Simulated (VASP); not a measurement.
Write the native input for VASP 6.6.1 that does the following.

```
Task                   : relaxation of cell and atoms
Functional             : PBE
Potentials or basis    : VASP PAW PBE potentials, release 64 (Ge_d, Te, Sn_d)
Cutoff                 : 600 eV
k mesh                 : 6 × 6 × 4
Occupations            : fermi-dirac, width 0.02 eV
Spin                   : no spin polarisation
Dipole correction      : no
Further INCAR settings : ALGO = Normal; EDIFF = 1e-06; IBRION = 2; EDIFFG = -0.005; NSW = 80; ISIF = 3
```

The structure of SnGeTe2 lies in POSCAR:

```
SnGeTe2
1.0
    4.0321710608      0.0000000000      0.0000000000
    0.0000000000      4.0321710608      0.0000000000
    0.0000000000      0.0000000000      5.7023510000
Ge Te Sn
1 2 1
Direct
    0.0000000000      0.0000000000      0.0000000000
    0.0000000000      0.0000000000      0.5000000000
    0.5000000000      0.5000000000      0.0000000000
    0.5000000000      0.5000000000      0.5000000000
```

These files were run (other wordings do the same):

INCAR

```
SYSTEM = SnGeTe2
PREC = Accurate ; ENCUT = 600
EDIFF = 1E-6 ; ISMEAR = -1
SIGMA = 0.02 ; LREAL = .False.
LASPH = .True. ; NELM = 100
ALGO = Normal ; ISIF = 3
LWAVE = .False. ; LCHARG = .False.
GGA = PE ; IBRION = 2
NSW = 80 ; EDIFFG = -0.005
```

KPOINTS

```
Automatic mesh
0
Gamma
  6 6 4
  0 0 0
```

Potentials or basis: VASP PAW PBE potentials, release 64 (Ge_d, Te, Sn_d).

The run is started by

```sh
$ cat potpaw_PBE.64/Ge_d/POTCAR potpaw_PBE.64/Te/POTCAR potpaw_PBE.64/Sn_d/POTCAR > POTCAR
$ mpirun -np 1 vasp_std > vasp.out
```

It gave:

| Quantity | Value |
| --- | --- |
| Relaxed volume | 30.11 Å³/atom |
| Relaxed cell | a = 4.396 Å, b = 4.396 Å, c = 6.233 Å, α = 90.00°, β = 90.00°, γ = 90.00° |
| Space group after relaxing (to 0.05 Å) | P4/mmm (No. 123) |
| Energy gained by relaxing | 355.8 meV/atom |
| Ionic steps | 7 |
| Pressure after relaxing | 0.0 GPa |
| Band gap on the k mesh | 0.04 eV, direct |

Caveat: the volume moved by over 15 % at a fixed basis, so the end points are rough; spin-orbit coupling is left out, which moves the levels of the heavy elements.

Run time: 4.6 min on 1 thread of Intel(R) Xeon(R) Platinum 8488C (Sapphire Rapids), with other jobs on the host, peak memory 0.28 GiB.
